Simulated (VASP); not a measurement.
# PbSe (Pm-3m) in VASP: settings compared, part 2 of 2

VASP 6.6.1. The steps go on from the part before.

### Step 4. Single point, PBEsol (volume scaled by 1.06)

INCAR

```
PREC = Accurate
ENCUT = 520
EDIFF = 1E-6
ISMEAR = -1
SIGMA = 0.05
LREAL = False
LASPH = True
NELM = 80
ALGO = Normal
ISIF = 2
LWAVE = False
LCHARG = True
GGA = PS
LELF = True
LVHAR = True
NBANDS = 17
```

KPOINTS

```
regular mesh
0
Gamma
  7 7 7
```

POSCAR

```
PbSe
1.0
    3.8585432354      0.0000000000      0.0000000000
    0.0000000000      3.8585432354      0.0000000000
    0.0000000000      0.0000000000      3.8585432354
Pb Se
1 1
Direct
    0.0000000000      0.0000000000      0.0000000000
    0.5000000000      0.5000000000      0.5000000000
```

Potentials or basis: VASP PAW PBE potentials, release 64 (Pb_d, Se).

On the command line:

```bash
$ cat potpaw_PBE.64/Pb_d/POTCAR potpaw_PBE.64/Se/POTCAR > POTCAR
$ mpirun -np 1 vasp_std > vasp.out
```

OUTCAR:

```text
PREC = Accurate
   ENCUT = 520
   EDIFF = 1E-6
   ISMEAR = -1
   LREAL = False
   LASPH = True
   NELM = 80
   ISIF = 2
   GGA = PS

 ion  position               nearest neighbor table
   1  0.000  0.000  0.000-   2 3.34   2 3.34   2 3.34   2 3.34   2 3.34   2 3.34   2 3.34   2 3.34

   2  0.500  0.500  0.500-   1 3.34   1 3.34   1 3.34   1 3.34   1 3.34   1 3.34   1 3.34   1 3.34

  LATTYP: Found a simple cubic cell.
 ALAT       =     3.8585432354

  Lattice vectors:

 A1 = (   3.8585432354,   0.0000000000,   0.0000000000)
 A2 = (   0.0000000000,   3.8585432354,   0.0000000000)
 A3 = (   0.0000000000,   0.0000000000,   3.8585432354)

Analysis of symmetry for initial positions (statically):
=====================================================================
 Subroutine PRICEL returns:
 Original cell was already a primitive cell.

 Routine SETGRP: Setting up the symmetry group for a
 simple cubic supercell.

 Subroutine GETGRP returns: Found 48 space group operations
 (whereof 48 operations were pure point group operations)
 out of a pool of 48 trial point group operations.

[... 154 lines left out ...]

  energy without entropy =       -8.37837585  energy(sigma->0) =       -8.38355012

 E-fermi :   4.5670     XC(G=0):  -9.8537

 val. band max:        4.5252668833   @ k =   0.1429   0.1429   0.1429
 cond. band min:       4.5756477474   @ k =   0.4286   0.4286   0.0000
 fundamental gap:      0.0503808641
 Fermi energy:         4.5670100526

 k-point     1 :       0.0000    0.0000    0.0000
  band No.  band energies     occupation
      1     -12.2654      2.00000
      2     -12.2654      2.00000
      3     -12.1397      2.00000
      4     -12.1397      2.00000
      5     -12.1397      2.00000
      6      -8.2851      2.00000
[... 377 lines left out ...]
      4     -12.1148      2.00000
      5     -12.1148      2.00000
      6      -6.6553      2.00000
[... 9 lines left out ...]
     16      17.0394      0.00000
     17      20.6086      0.00000

------------------------ aborting loop because EDIFF is reached ----------------------------------------

  FORCE on cell =-STRESS in cart. coord.  units (eV):
  Direction    XX          YY          ZZ          XY          YZ          ZX
  --------------------------------------------------------------------------------------
  -------------------------------------------------------------------------------------
  Total       -1.9327952     -1.9327952     -1.9327952      0.0000000      0.0000000      0.0000000
  in kB      -53.9046597    -53.9046597    -53.9046597      0.0000000      0.0000000      0.0000000
  external PRESSURE =     -53.9046597 kB  Pullay stress =       0.0000000 kB

 VOLUME and BASIS-vectors are now :
 -----------------------------------------------------------------------------
  energy-cutoff  :      520.00
  volume of cell :       57.45
      direct lattice vectors                 reciprocal lattice vectors
     3.858543235  0.000000000  0.000000000     0.259165166  0.000000000  0.000000000
     0.000000000  3.858543235  0.000000000     0.000000000  0.259165166  0.000000000
     0.000000000  0.000000000  3.858543235     0.000000000  0.000000000  0.259165166

 POSITION                                       TOTAL-FORCE (eV/Angst)
 -----------------------------------------------------------------------------------
      0.00000      0.00000      0.00000         0.000000      0.000000      0.000000
      1.92927      1.92927      1.92927         0.000000      0.000000      0.000000
 -----------------------------------------------------------------------------------
    total drift:                                0.000000     -0.000000     -0.000000

  FREE ENERGIE OF THE ION-ELECTRON SYSTEM (eV)
  ---------------------------------------------------
  free  energy   TOTEN  =        -8.3887243861 eV

  energy  without entropy=       -8.3783758512  energy(sigma->0) =       -8.38355012
```

OSZICAR:

```text
N       E                     dE             d eps       ncg     rms          rms(c)
DAV:   1     0.160829002162E+03    0.16083E+03   -0.96562E+03   680   0.121E+03
DAV:   2     0.305448555487E+01   -0.15777E+03   -0.15251E+03   738   0.315E+02
DAV:   3    -0.857027164489E+01   -0.11625E+02   -0.11341E+02   897   0.889E+01
DAV:   4    -0.884232344452E+01   -0.27205E+00   -0.27185E+00   871   0.149E+01
DAV:   5    -0.885083132017E+01   -0.85079E-02   -0.85076E-02   990   0.260E+00    0.273E+00
DAV:   6    -0.839777173047E+01    0.45306E+00   -0.11458E+00   987   0.694E+00    0.136E+00
DAV:   7    -0.839243157710E+01    0.53402E-02   -0.86754E-02   774   0.141E+00    0.794E-01
DAV:   8    -0.839067701264E+01    0.17546E-02   -0.23015E-02   790   0.118E+00    0.228E-01
DAV:   9    -0.838911861123E+01    0.15584E-02   -0.14362E-02   994   0.706E-01    0.107E-01
DAV:  10    -0.838907008392E+01    0.48527E-04   -0.50277E-03   992   0.419E-01    0.772E-02
DAV:  11    -0.838871885085E+01    0.35123E-03   -0.99270E-04   923   0.188E-01    0.801E-03
DAV:  12    -0.838872435656E+01   -0.55057E-05   -0.69007E-05   738   0.404E-02    0.306E-03
DAV:  13    -0.838872438606E+01   -0.29498E-07   -0.70887E-07   635   0.616E-03
   1 F= -.83887244E+01 E0= -.83835501E+01  d E =-.103485E-01
```

stdout:

```text
POSCAR found type information on POSCAR PbSe
 POSCAR found :  2 types and       2 ions
 scaLAPACK will be used
 -----------------------------------------------------------------------------
|                                                                             |
|                                                                             |
|     You enforced a specific xc type in the INCAR file but a different       |
|     I HOPE YOU KNOW WHAT YOU ARE DOING!                                     |
|                                                                             |
 -----------------------------------------------------------------------------

 LDA part: xc-table for (Slater+PW92), standard interpolation
 POSCAR, INCAR and KPOINTS ok, starting setup
 FFT: planning ... GRIDC
 FFT: planning ... GRID_SOFT
 FFT: planning ... GRID
 WAVECAR not read
 entering main loop
```

It took 40 s on 1 thread of Intel Xeon 8259CL, shared host; peak memory 0.17 GiB.

What came out:

| Item | Value |
| --- | --- |
| Free energy | -8.3887 eV |
| Pressure | -5.4 GPa |
| Band gap on the k mesh | zero (band 10 reaches 4.58 eV, above the bottom of band 11 at 4.50 eV) |

Caveat: the PAW data sets were made with another functional, which shifts forces and pressure a little; spin-orbit coupling is left out, which moves the levels of the heavy elements.

### Step 5. Single point, LDA

INCAR

```
ALGO = Normal
EDIFF = 1E-7
ENCUT = 520
ISIF = 2
ISMEAR = 0
LASPH = T
LCHARG = F
LREAL = F
LWAVE = F
NBANDS = 17
NELM = 80
PREC = Accurate
SIGMA = 0.05
```

KPOINTS

```
k-points
0
Gamma
  7 7 7
```

POSCAR

```
PbSe
1.0
    3.7843220000      0.0000000000      0.0000000000
    0.0000000000      3.7843220000      0.0000000000
    0.0000000000      0.0000000000      3.7843220000
Pb Se
1 1
Direct
    0.0000000000      0.0000000000      0.0000000000
    0.5000000000      0.5000000000      0.5000000000
```

Potentials or basis: VASP PAW LDA potentials, release 64 (Pb_d, Se).

On the command line:

```bash
$ cat potpaw_LDA.64/Pb_d/POTCAR potpaw_LDA.64/Se/POTCAR > POTCAR
$ mpirun -np 1 vasp_std > vasp.out
```

OUTCAR:

```text
EDIFF = 1E-7
   ENCUT = 520
   ISIF = 2
   ISMEAR = 0
   LASPH = T
   LREAL = F
   NELM = 80
   PREC = Accurate

 ion  position               nearest neighbor table
   1  0.000  0.000  0.000-   2 3.28   2 3.28   2 3.28   2 3.28   2 3.28   2 3.28   2 3.28   2 3.28

   2  0.500  0.500  0.500-   1 3.28   1 3.28   1 3.28   1 3.28   1 3.28   1 3.28   1 3.28   1 3.28

  LATTYP: Found a simple cubic cell.
 ALAT       =     3.7843220000

  Lattice vectors:

[... 580 lines left out ...]
------------------------ aborting loop because EDIFF is reached ----------------------------------------

  FORCE on cell =-STRESS in cart. coord.  units (eV):
  Direction    XX          YY          ZZ          XY          YZ          ZX
  --------------------------------------------------------------------------------------
  -------------------------------------------------------------------------------------
  Total       -1.6012846     -1.6012846     -1.6012846      0.0000000      0.0000000      0.0000000
  in kB      -47.3385414    -47.3385414    -47.3385414      0.0000000      0.0000000      0.0000000
  external PRESSURE =     -47.3385414 kB  Pullay stress =       0.0000000 kB

 VOLUME and BASIS-vectors are now :
 -----------------------------------------------------------------------------
  energy-cutoff  :      520.00
  volume of cell :       54.20
      direct lattice vectors                 reciprocal lattice vectors
     3.784322000  0.000000000  0.000000000     0.264248127  0.000000000  0.000000000
     0.000000000  3.784322000  0.000000000     0.000000000  0.264248127  0.000000000
     0.000000000  0.000000000  3.784322000     0.000000000  0.000000000  0.264248127

 POSITION                                       TOTAL-FORCE (eV/Angst)
 -----------------------------------------------------------------------------------
      0.00000      0.00000      0.00000         0.000000      0.000000      0.000000
      1.89216      1.89216      1.89216         0.000000      0.000000      0.000000
 -----------------------------------------------------------------------------------
    total drift:                               -0.000000      0.000000     -0.000000

  FREE ENERGIE OF THE ION-ELECTRON SYSTEM (eV)
  ---------------------------------------------------
  free  energy   TOTEN  =        -8.9746591769 eV

  energy  without entropy=       -8.9729955593  energy(sigma->0) =       -8.97382737
```

OSZICAR:

```text
N       E                     dE             d eps       ncg     rms          rms(c)
DAV:   1     0.156100554093E+03    0.15610E+03   -0.94900E+03   680   0.120E+03
DAV:   2     0.235989745234E+01   -0.15374E+03   -0.14844E+03   698   0.311E+02
DAV:   3    -0.915959847057E+01   -0.11519E+02   -0.11220E+02   921   0.894E+01
DAV:   4    -0.939684874414E+01   -0.23725E+00   -0.23713E+00   806   0.142E+01
DAV:   5    -0.940506627509E+01   -0.82175E-02   -0.82172E-02   996   0.262E+00    0.287E+00
DAV:   6    -0.898478573818E+01    0.42028E+00   -0.10911E+00  1046   0.700E+00    0.153E+00
DAV:   7    -0.897934286624E+01    0.54429E-02   -0.64087E-02   755   0.127E+00    0.869E-01
DAV:   8    -0.897477483619E+01    0.45680E-02   -0.94497E-03   859   0.834E-01    0.147E-01
DAV:   9    -0.897465427684E+01    0.12056E-03   -0.88304E-04   883   0.215E-01    0.473E-02
DAV:  10    -0.897466138132E+01   -0.71045E-05   -0.55821E-05   817   0.438E-02    0.155E-02
DAV:  11    -0.897465925233E+01    0.21290E-05   -0.55308E-06   886   0.187E-02    0.416E-03
DAV:  12    -0.897465917688E+01    0.75450E-07   -0.97465E-07   871   0.698E-03
   1 F= -.89746592E+01 E0= -.89738274E+01  d E =-.166362E-02
```

It took 20 s on 1 thread of Intel Xeon 8259CL, shared host; peak memory 0.15 GiB.

Results:

- Free energy: -8.9747 eV
- Pressure: -4.7 GPa
- Band gap on the k mesh: zero (band 10 reaches 5.15 eV, above the bottom of band 11 at 4.97 eV)

Levels at points of the mesh, in eV from the Fermi level:
| k point | band 8 | band 9 | band 10 | band 11 | band 12 | band 13 |
| --- | --- | --- | --- | --- | --- | --- |
| (0.00, 0.00, 0.00) | -1.44 | -1.44 | -1.44 | 5.17 | 5.17 | 6.02 |

Caveat: spin-orbit coupling is left out, which moves the levels of the heavy elements.

### Step 6. Single point, RPBE

INCAR

```
  ALGO = Normal
  EDIFF = 1E-6
  ENCUT = 520
  GGA = RP
  ISIF = 2
  ISMEAR = -1
  LASPH = True
  LCHARG = False
  LREAL = False
  LWAVE = False
  NBANDS = 17
  NELM = 80
  PREC = Accurate
  SIGMA = 0.02
```

KPOINTS is that of step 5.

POSCAR is that of step 5.

Potentials or basis: VASP PAW PBE potentials, release 64 (Pb_d, Se).

On the command line:

```bash
$ cat potpaw_PBE.64/Pb_d/POTCAR potpaw_PBE.64/Se/POTCAR > POTCAR
$ mpirun -np 1 vasp_std > vasp.out
```

It took 26 s on 1 thread of Intel Xeon 8259CL, shared host; peak memory 0.16 GiB.

Results (log left out):

```yaml
Free_energy: -6.9865 eV
Pressure: 1.7 GPa
Band_gap_on_the_k_mesh: zero (band 10 reaches 5.41 eV, above the bottom of band 11 at 5.35 eV)
```

Levels at points of the mesh, in eV from the Fermi level:
| k point | band 7 | band 8 | band 9 | band 10 | band 11 | band 12 | band 13 | band 14 |
| --- | --- | --- | --- | --- | --- | --- | --- | --- |
| (0.00, 0.00, 0.00) | -6.96 | -1.42 | -1.42 | -1.42 | 5.22 | 5.22 | 6.17 | 6.17 |

Caveat: the PAW data sets were made with another functional, which shifts forces and pressure a little; spin-orbit coupling is left out, which moves the levels of the heavy elements.

### Step 7. Overview

| level | potentials or basis | cell | k mesh | cutoff (eV) | smearing | gap on the mesh (eV) | pressure (GPa) |
| --- | --- | --- | --- | --- | --- | --- | --- |
| PBE | VASP PAW PBE potentials, release 64 (Pb_d, Se) | a = 3.784 Å, 2 atoms | 4 × 4 × 4 | 500 | fermi-dirac 0.03 eV | none | 0.5 |
| LDA | VASP PAW LDA potentials, release 64 (Pb_d, Se) | a = 3.859 Å, 2 atoms | 7 × 7 × 7 | 520 | fermi-dirac 0.05 eV | none | -6.8 |
| PBEsol | VASP PAW PBE potentials, release 64 (Pb_d, Se) | a = 3.859 Å, 2 atoms | 7 × 7 × 7 | 520 | fermi-dirac 0.05 eV | none | -5.4 |
| LDA | VASP PAW LDA potentials, release 64 (Pb_d, Se) | a = 3.784 Å, 2 atoms | 7 × 7 × 7 | 520 | gaussian 0.05 eV | none | -4.7 |
| RPBE | VASP PAW PBE potentials, release 64 (Pb_d, Se) | a = 3.784 Å, 2 atoms | 7 × 7 × 7 | 520 | fermi-dirac 0.02 eV | none | 1.7 |

Alike in all rows: task single point; no spin polarisation.

Caveats: some runs use coarse meshes; spin-orbit coupling is left out, which moves the levels of the heavy elements; the PAW data sets were made with another functional, which shifts forces and pressure a little (some runs).

Total energies depend on the potentials used, so only differences within one code and one set of settings carry meaning.
